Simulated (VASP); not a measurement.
# Ni (Im-3m) in VASP: further runs

The runs below take Ni through single point, with r2SCAN.

Program: VASP 6.6.1. These are calculated values, not measurements. Logs are shortened: lines on timing, memory, paths and dates and some standing lists are left out, and cuts for length are marked.

**1. The cell of the first run**

It takes space group Im-3m (No. 229, cubic). The conventional cell has a = 2.756 Å, b = 2.756 Å, c = 2.756 Å, α = 90.00°, β = 90.00°, γ = 90.00°. Within 3.2 Å of Ni (site symmetry m-3m) lie 14 Ni at 2.39 to 2.76 Å.

**2. Single point, r2SCAN**

POSCAR reads:

```
Ni
1.0
   -1.3779765464      1.3779765464      1.3779765464
    1.3779765464     -1.3779765464      1.3779765464
    1.3779765464      1.3779765464     -1.3779765464
Ni
1
Direct
    0.0000000000      0.0000000000      0.0000000000
```

INCAR.step1 reads:

```
SYSTEM = Ni
  PREC = Accurate
  ENCUT = 520
  ISMEAR = -1
  SIGMA = 0.1
  LREAL = .False.
  LASPH = .True.
  NELM = 80
  NBANDS = 11
  GGA = PE
  ALGO = Normal
  EDIFF = 1E-4
  LWAVE = .True.
  LCHARG = .False.
```

INCAR.step2 reads:

```
SYSTEM = Ni
  PREC = Accurate
  ENCUT = 520
  EDIFF = 1E-6
  ISMEAR = -1
  SIGMA = 0.1
  LREAL = .False.
  LASPH = .True.
  NELM = 80
  ALGO = Normal
  ISIF = 2
  LWAVE = .False.
  LCHARG = .False.
  METAGGA = R2SCAN
  LMIXTAU = .True.
  NBANDS = 11
  ISTART = 1
```

KPOINTS reads:

```
regular mesh
0
Gamma
  8 8 8
  0 0 0
```

Potentials or basis: VASP PAW PBE potentials, release 64 (Ni).

On the command line:

```bash
cat potpaw_PBE.64/Ni/POTCAR > POTCAR
cp INCAR.step1 INCAR
mpirun -np 1 vasp_std > vasp.out
cp INCAR.step2 INCAR
mpirun -np 1 vasp_std > vasp.out
```

OUTCAR:

```text
SYSTEM = Ni
   PREC = Accurate
   ENCUT = 520
   EDIFF = 1E-6
   ISMEAR = -1
   LREAL = .False.
   LASPH = .True.
   NELM = 80
   ISIF = 2
   METAGGA = R2SCAN
   ISTART = 1

 ion  position               nearest neighbor table
   1  0.000  0.000  0.000-

  LATTYP: Found a body centered cubic cell.
 ALAT       =     2.7559530928

  Lattice vectors:

 A1 = (  -1.3779765464,   1.3779765464,   1.3779765464)
 A2 = (   1.3779765464,  -1.3779765464,   1.3779765464)
 A3 = (   1.3779765464,   1.3779765464,  -1.3779765464)

Analysis of symmetry for initial positions (statically):
=====================================================================
 Subroutine PRICEL returns:
 Original cell was already a primitive cell.

 Routine SETGRP: Setting up the symmetry group for a
 body centered cubic supercell.

 Subroutine GETGRP returns: Found 48 space group operations
 (whereof 48 operations were pure point group operations)
 out of a pool of 48 trial point group operations.

The static configuration has the point symmetry O_h .

Analysis of symmetry for dynamics (positions and initial velocities):
=====================================================================
 Subroutine PRICEL returns:
 Original cell was already a primitive cell.

 Routine SETGRP: Setting up the symmetry group for a
 body centered cubic supercell.

 Subroutine GETGRP returns: Found 48 space group operations
 (whereof 48 operations were pure point group operations)
 out of a pool of 48 trial point group operations.

The dynamic configuration has the point symmetry O_h .

 Subroutine INISYM returns: Found 48 space group operations
 (whereof 48 operations are pure point group operations),
 and found     1 'primitive' translations

----------------------------------------------------------------------------------------

                                     Primitive cell

  volume of cell :      10.4661

  direct lattice vectors                    reciprocal lattice vectors
    -1.377976546  1.377976546  1.377976546     0.000000000  0.362850878  0.362850878
     1.377976546 -1.377976546  1.377976546     0.362850878  0.000000000  0.362850878
     1.377976546  1.377976546 -1.377976546     0.362850878  0.362850878  0.000000000

  length of vectors
     2.386725390  2.386725390  2.386725390     0.513148633  0.513148633  0.513148633

  position of ions in fractional coordinates (direct lattice)
     0.000000000  0.000000000  0.000000000
[... 81 lines left out ...]
   NFREE  =      0    steps in history (QN), initial steepest desc. (CG)
   ISIF   =      2    stress and relaxation
   ISYM   =      2    0-nonsym 1-usesym 2-fastsym
   POTIM  = 0.5000    time-step for ionic-motion
   TEBEG  =    0.0;   TEEND  =   0.0 temperature during run
   PSTRESS=    0.0 pullay stress
   NELECT =      10.0000    total number of electrons
   NUPDOWN=      -1.0000    fix difference up-down
   EMIN   =  10.00;   EMAX   =-10.00  energy-range for DOS
   EFERMI =   0.00;   METHOD = LEGACY
   ISMEAR =    -1;   SIGMA  =   0.10  broadening in eV -4-tet -1-fermi 0-gaus
   EFERMI_NEDOS =   21; number of points for ismear=-14 and -15
   IALGO  =     38    algorithm
   IMIX   =      4    mixing-type and parameters
     AMIX     =   0.40;   BMIX     =  1.00
     AMIX_MAG =   1.60;   BMIX_MAG =  1.00
  volume/ion in A,a.u.               =      10.47        70.63
  Fermi-wavevector in a.u.,A,eV,Ry     =   1.612426  3.047042 35.374007  2.599916
  Thomas-Fermi vector in A             =   2.707658
   LORBIT       =      0    0 simple, 1 ext, 2 COOP (PROOUT), +10 PAW based schemes
   METAGGA = R2SCAN    functional components
   LHFCALC =     F    Hartree Fock is set to
   AEXX    =    0.0000 exact exchange contribution
   IVDW    =     0    specifies the selected vdW correction
   LEPSILON=     F    determine dielectric tensor
   LRPA    =     F    only Hartree local field effects (RPA)
 non-spin polarized calculation
  energy-cutoff  :      520.00
  volume of cell :       10.47
 maximum number of plane-waves:       321
 NGX is ok and might be reduce to    18

 number of electron      10.0000010 magnetization

 Free energy of the ion-electron system (eV)
  ---------------------------------------------------
  ext. energy  EPLUGINS =         0.00000000
  ---------------------------------------------------
  free energy    TOTEN  =       -11.79304266 eV

  energy without entropy =      -11.72734190  energy(sigma->0) =      -11.76019228

 E-fermi :   9.5545     XC(G=0): -14.6097

 val. band max:        9.5412760171   @ k =  -0.3750   0.5000   0.1250
 cond. band min:       9.5694112201   @ k =   0.3750   0.0000   0.0000
 fundamental gap:      0.0281352030
 Fermi energy:         9.5544736316

 k-point     1 :       0.0000    0.0000    0.0000
  band No.  band energies     occupation
      1       0.1032      2.00000
      2       7.5201      2.00000
      3       7.5201      2.00000
      4       7.5201      2.00000
      5       8.8550      1.99817
      6       8.8550      1.99817
      7      37.5390      0.00000
      8      37.5390      0.00000
      9      37.5390      0.00000
     10      42.8511      0.00000
     11      42.8511      0.00000
[... 309 lines left out ...]
 k-point    24 :      -0.3750    0.3750    0.2500
  band No.  band energies     occupation
      1       5.5325      2.00000
      2       6.3368      2.00000
      3       7.9236      2.00000
      4       8.3432      1.99999
      5       9.4051      1.63313
      6      11.8455      0.00000
      7      21.9162      0.00000
      8      25.2192      0.00000
      9      28.3236      0.00000
     10      32.2068      0.00000
     11      42.6627      0.00000

 [... further k-points ...]

------------------------ aborting loop because EDIFF is reached ----------------------------------------

  FORCE on cell =-STRESS in cart. coord.  units (eV):
  Direction    XX          YY          ZZ          XY          YZ          ZX
  --------------------------------------------------------------------------------------
  -------------------------------------------------------------------------------------
  Total        0.0743498      0.0743498      0.0743498      0.0000000      0.0000000     -0.0000000
  in kB       11.3816443     11.3816443     11.3816443      0.0000000      0.0000000     -0.0000000
  external PRESSURE =      11.3816443 kB  Pullay stress =       0.0000000 kB

 VOLUME and BASIS-vectors are now :
 -----------------------------------------------------------------------------
  energy-cutoff  :      520.00
  volume of cell :       10.47
      direct lattice vectors                 reciprocal lattice vectors
    -1.377976546  1.377976546  1.377976546     0.000000000  0.362850878  0.362850878
     1.377976546 -1.377976546  1.377976546     0.362850878  0.000000000  0.362850878
     1.377976546  1.377976546 -1.377976546     0.362850878  0.362850878  0.000000000

 POSITION                                       TOTAL-FORCE (eV/Angst)
 -----------------------------------------------------------------------------------
      0.00000      0.00000      0.00000         0.000000     -0.000000     -0.000000
 -----------------------------------------------------------------------------------
    total drift:                                0.000000     -0.000000      0.000000

  FREE ENERGIE OF THE ION-ELECTRON SYSTEM (eV)
  ---------------------------------------------------
  free  energy   TOTEN  =       -11.7930426588 eV

  energy  without entropy=      -11.7273419030  energy(sigma->0) =      -11.76019228
```

OSZICAR.step1:

```text
N       E                     dE             d eps       ncg     rms          rms(c)
DAV:   1     0.279778293398E+02    0.27978E+02   -0.49110E+03   662   0.126E+03
DAV:   2    -0.537430063943E+01   -0.33352E+02   -0.31744E+02   653   0.170E+02
DAV:   3    -0.635199336294E+01   -0.97769E+00   -0.96946E+00   726   0.330E+01
DAV:   4    -0.636006843430E+01   -0.80751E-02   -0.80717E-02   715   0.274E+00
DAV:   5    -0.636026134424E+01   -0.19291E-03   -0.19291E-03   754   0.402E-01    0.988E+00
DAV:   6    -0.564914973503E+01    0.71111E+00   -0.12577E+01   746   0.507E+01    0.526E+00
DAV:   7    -0.538684790009E+01    0.26230E+00   -0.19818E+00   755   0.191E+01    0.192E+00
DAV:   8    -0.537005738296E+01    0.16791E-01   -0.22420E-02   892   0.145E+00    0.478E-01
DAV:   9    -0.536875700326E+01    0.13004E-02   -0.87939E-04   883   0.232E-01    0.600E-02
DAV:  10    -0.536877639135E+01   -0.19388E-04   -0.70848E-05   364   0.745E-02
   1 F= -.53687764E+01 E0= -.53325971E+01  d E =-.723586E-01
```

It took 15 s on 1 thread of AMD EPYC 7R43 (Zen 3), shared host; peak memory 0.09 GiB.

What came out:

* Free energy: -11.7930 eV
* Pressure: 1.1 GPa
* Band gap on the k mesh: zero (band 5 reaches 9.95 eV, above the bottom of band 6 at 8.86 eV)

Caveat: the k points lie up to 0.40 Å⁻¹ apart; the PAW data sets were made with another functional, which shifts forces and pressure a little; the run has no spin polarisation, though such a crystal can be magnetic. Spin polarisation is off, so any magnetic state and its effect on volume and gap are missing.

**3. Single point, r2SCAN, collinear spin, ferromagnetic start**

This run uses another cell than the first one: it holds 2 atoms, not 1.

POSCAR reads:

```
Ni
1.0
    2.7536632525      0.0000000000      0.0000000000
    0.0000000000      2.7536632525      0.0000000000
    0.0000000000      0.0000000000      2.7536632525
Ni
2
Direct
    0.0000000000      0.0000000000      0.0000000000
    0.5000000000      0.5000000000      0.5000000000
```

INCAR.step1 reads:

```
PREC = Accurate
ENCUT = 520
ISMEAR = -1
SIGMA = 0.1
LREAL = F
LASPH = T
NELM = 150
ISPIN = 2
MAGMOM = -0.687 -0.687
LMAXMIX = 4
NBANDS = 21
GGA = PE
ALGO = Normal
EDIFF = 1E-4
LWAVE = T
LCHARG = F
```

INCAR.step2 reads:

```
PREC = Accurate
ENCUT = 520
EDIFF = 1E-7
ISMEAR = -1
SIGMA = 0.1
LREAL = F
LASPH = T
NELM = 150
ALGO = Normal
ISIF = 2
LWAVE = F
LCHARG = F
ISPIN = 2
MAGMOM = -0.687 -0.687
LORBIT = 11
LMAXMIX = 4
METAGGA = R2SCAN
LMIXTAU = T
NBANDS = 21
ISTART = 1
```

KPOINTS reads:

```
regular mesh
0
Gamma
  6 6 6
```

Potentials or basis: VASP PAW PBE potentials, release 64 (Ni).

On the command line:

```bash
cat potpaw_PBE.64/Ni/POTCAR > POTCAR
cp INCAR.step1 INCAR
mpirun -np 1 vasp_std > vasp.out
cp INCAR.step2 INCAR
mpirun -np 1 vasp_std > vasp.out
```

It took 48 s on 1 thread of Intel Xeon Platinum 8488C (Sapphire Rapids), shared host; peak memory 0.14 GiB.

The run converged. Its results:

```
Free energy                                           : -23.6146 eV
Pressure                                              : 1.1 GPa
Band gap on the k mesh                                : zero (filled and empty bands overlap)
Net moment                                            : 0.00 μB per cell
Valence electrons inside the program's atomic spheres : Ni 9.43
```

Levels at points of the mesh, in eV from the Fermi level:
Spin up:
```tsv
k point	band 6	band 7	band 8	band 9	band 10	band 11	band 12	band 13	band 14	band 15
(0.00, 0.00, 0.00)	-2.06	-0.71	-0.71	0.18	0.18	0.18	10.60	10.60	10.60	16.55
(0.50, 0.00, 0.00)	-1.67	-1.67	-1.67	-0.95	-0.95	0.35	0.35	18.18	18.18	18.18
(0.50, 0.50, 0.00)	-0.72	-0.53	-0.53	0.22	0.22	0.42	0.42	7.31	7.31	20.33
(0.50, 0.50, 0.50)	-3.11	-0.50	-0.50	-0.50	-0.50	8.88	8.88	8.88	8.88	8.88
```
Spin down:
```tsv
k point	band 6	band 7	band 8	band 9	band 10	band 11	band 12	band 13	band 14	band 15
(0.00, 0.00, 0.00)	-2.06	-0.71	-0.71	0.18	0.18	0.18	10.60	10.60	10.60	16.55
(0.50, 0.00, 0.00)	-1.67	-1.67	-1.67	-0.95	-0.95	0.35	0.35	18.18	18.18	18.18
(0.50, 0.50, 0.00)	-0.72	-0.53	-0.53	0.22	0.22	0.42	0.42	7.31	7.31	20.33
(0.50, 0.50, 0.50)	-3.11	-0.50	-0.50	-0.50	-0.50	8.88	8.88	8.88	8.88	8.88
```

Caveat: the k points lie up to 0.38 Å⁻¹ apart; the PAW data sets were made with another functional, which shifts forces and pressure a little.

**4. Single point, r2SCAN, collinear spin, ferromagnetic start (volume scaled by 0.88)**

POSCAR reads:

```
Ni
1.0
   -1.3247681766      1.3247681766      1.3247681766
    1.3247681766     -1.3247681766      1.3247681766
    1.3247681766      1.3247681766     -1.3247681766
Ni
1
Direct
    0.0000000000      0.0000000000      0.0000000000
```

INCAR.step1 reads:

```
  PREC = Accurate
  ENCUT = 520
  ISMEAR = -1
  SIGMA = 0.05
  LREAL = False
  LASPH = True
  NELM = 150
  ISPIN = 2
  MAGMOM = 0.685
  LMAXMIX = 4
  NBANDS = 15
  GGA = PE
  ALGO = Normal
  EDIFF = 1E-4
  LWAVE = True
  LCHARG = False
```

INCAR.step2 reads:

```
  PREC = Accurate
  ENCUT = 520
  EDIFF = 1E-6
  ISMEAR = -1
  SIGMA = 0.05
  LREAL = False
  LASPH = True
  NELM = 150
  ALGO = Normal
  ISIF = 2
  LWAVE = False
  LCHARG = False
  ISPIN = 2
  MAGMOM = 0.685
  LORBIT = 11
  LMAXMIX = 4
  METAGGA = R2SCAN
  LMIXTAU = True
  NBANDS = 15
  ISTART = 1
```

KPOINTS reads:

```
Automatic mesh
0
Gamma
  18 18 18
```

On the command line:

```bash
cat potpaw_PBE.64/Ni/POTCAR > POTCAR
cp INCAR.step1 INCAR
mpirun -np 1 vasp_std > vasp.out
cp INCAR.step2 INCAR
mpirun -np 1 vasp_std > vasp.out
```

It took 3.4 min on 1 thread of Intel Xeon Platinum 8259CL at 2.50GHz (Skylake/Cascade Lake), shared host; peak memory 0.16 GiB.

It converged, with:

- Free energy: -11.6715 eV
- Pressure: 35.0 GPa
- Band gap on the k mesh: zero (filled and empty bands overlap)
- Net moment: 0.00 μB per cell
- Valence electrons inside the program's atomic spheres: Ni 9.68

Levels at points of the mesh, in eV from the Fermi level:
Spin up:
| k point | band 1 | band 2 | band 3 | band 4 | band 5 | band 6 | band 7 | band 8 | band 9 | band 10 |
| --- | --- | --- | --- | --- | --- | --- | --- | --- | --- | --- |
| (0.00, 0.00, 0.00) | -10.33 | -2.41 | -2.41 | -2.41 | -0.82 | -0.82 | 29.29 | 29.29 | 29.29 | 35.52 |
| (0.50, 0.00, 0.00) | -5.53 | -3.65 | -0.83 | -0.61 | 0.11 | 0.53 | 8.33 | 21.47 | 23.75 | 27.20 |
| (0.50, 0.50, 0.50) | -5.23 | -5.23 | 0.24 | 0.24 | 0.24 | 11.46 | 11.46 | 11.46 | 17.82 | 17.82 |
Spin down:
```csv
k point,band 3,band 4,band 5,band 6,band 7,band 8
"(0.00, 0.00, 0.00)",-2.41,-2.41,-0.83,-0.83,29.29,29.29
"(0.50, 0.00, 0.00)",-0.83,-0.61,0.11,0.53,8.33,21.47
"(0.50, 0.50, 0.50)",0.24,0.24,0.24,11.46,11.46,11.46
```

Caveat: the PAW data sets were made with another functional, which shifts forces and pressure a little.

**5. Single point, r2SCAN, collinear spin, ferromagnetic start (volume scaled by 0.92)**

POSCAR reads:

```
Ni
1.0
   -1.3445437515      1.3445437515      1.3445437515
    1.3445437515     -1.3445437515      1.3445437515
    1.3445437515      1.3445437515     -1.3445437515
Ni
1
Direct
    0.0000000000      0.0000000000      0.0000000000
```

INCAR.step1 reads:

```
PREC     = Accurate       # precision mode
ENCUT    = 520            # plane-wave cutoff, eV
ISMEAR   = -1             # smearing method
SIGMA    = 0.05           # smearing width, eV
LREAL    = False          # projectors in reciprocal space
LASPH    = True           # aspherical terms in the spheres
NELM     = 150            # most SCF steps
ISPIN    = 2              # spin polarisation
MAGMOM   = 0.685          # initial moments
LMAXMIX  = 4              # l up to which the mixer works
NBANDS   = 15             # bands
GGA      = PE             # functional
ALGO     = Normal         # electronic algorithm
EDIFF    = 1E-4           # SCF threshold, eV
LWAVE    = True           # write WAVECAR
LCHARG   = False          # write CHGCAR
```

INCAR.step2 reads:

```
PREC     = Accurate       # precision mode
ENCUT    = 520            # plane-wave cutoff, eV
EDIFF    = 1E-6           # SCF threshold, eV
ISMEAR   = -1             # smearing method
SIGMA    = 0.05           # smearing width, eV
LREAL    = False          # projectors in reciprocal space
LASPH    = True           # aspherical terms in the spheres
NELM     = 150            # most SCF steps
ALGO     = Normal         # electronic algorithm
ISIF     = 2              # what is computed and relaxed
LWAVE    = False          # write WAVECAR
LCHARG   = False          # write CHGCAR
ISPIN    = 2              # spin polarisation
MAGMOM   = 0.685          # initial moments
LORBIT   = 11             # projections on sites
LMAXMIX  = 4              # l up to which the mixer works
METAGGA  = R2SCAN         # meta-GGA
LMIXTAU  = True         
NBANDS   = 15             # bands
ISTART   = 1
```

KPOINTS is that of step 4.

On the command line:

```bash
cat potpaw_PBE.64/Ni/POTCAR > POTCAR
cp INCAR.step1 INCAR
mpirun -np 1 vasp_std > vasp.out
cp INCAR.step2 INCAR
mpirun -np 1 vasp_std > vasp.out
```

It took 3 min on 1 thread of Intel Xeon Platinum 8259CL at 2.50GHz (Skylake/Cascade Lake), shared host; peak memory 0.16 GiB.

The run converged. Its results:

| Property | Result |
| --- | --- |
| Free energy | -11.7796 eV |
| Pressure | 22.7 GPa |
| Net moment | 0.59 μB per cell |
| Site moments | Ni +0.59 μB |
| Valence electrons inside the program's atomic spheres | Ni 9.57 |

Levels at points of the mesh, in eV from the Fermi level:
Spin up:
```tsv
k point	band 1	band 2	band 3	band 4	band 5	band 6	band 7	band 8	band 9	band 10
(0.00, 0.00, 0.00)	-10.03	-2.92	-2.92	-2.92	-1.18	-1.18	28.70	28.70	28.70	34.56
(0.50, 0.00, 0.00)	-5.58	-4.02	-1.28	-0.98	-0.25	0.12	7.56	20.95	22.76	26.23
(0.50, 0.50, 0.50)	-5.18	-5.18	-0.51	-0.51	-0.51	11.00	11.00	11.00	17.16	17.16
```
Spin down:
| k point | band 2 | band 3 | band 4 | band 5 | band 6 | band 7 | band 8 | band 9 |
| --- | --- | --- | --- | --- | --- | --- | --- | --- |
| (0.00, 0.00, 0.00) | -1.83 | -1.83 | -1.83 | -0.61 | -0.61 | 28.68 | 28.68 | 28.68 |
| (0.50, 0.00, 0.00) | -3.05 | -0.52 | -0.39 | -0.05 | 1.01 | 8.08 | 20.90 | 22.99 |
| (0.50, 0.50, 0.50) | -4.86 | 0.73 | 0.73 | 0.73 | 11.03 | 11.03 | 11.03 | 17.24 |

Caveat: the PAW data sets were made with another functional, which shifts forces and pressure a little.

**6. Summary**

```csv
spin,cell,k mesh,smearing,gap on the mesh (eV),pressure (GPa),moment (μB)
off,"a = 2.387 Å, angles 109.5°, 1 atom",8 × 8 × 8,fermi-dirac 0.1 eV,none,1.1,-
"collinear, ferromagnetic start","a = 2.754 Å, 2 atoms",6 × 6 × 6,fermi-dirac 0.1 eV,none,1.1,0.00
"collinear, ferromagnetic start","a = 2.295 Å, angles 109.5°, 1 atom",18 × 18 × 18,fermi-dirac 0.05 eV,none,35.0,0.00
"collinear, ferromagnetic start","a = 2.329 Å, angles 109.5°, 1 atom",18 × 18 × 18,fermi-dirac 0.05 eV,none,22.7,0.59
```

Alike in all rows: task single point; level r2SCAN; potentials or basis VASP PAW PBE potentials, release 64 (Ni); cutoff (eV) 520.

Caveats: some runs use coarse meshes; the PAW data sets were made with another functional, which shifts forces and pressure a little.

Absolute energies hang on the potentials; compare differences alone.
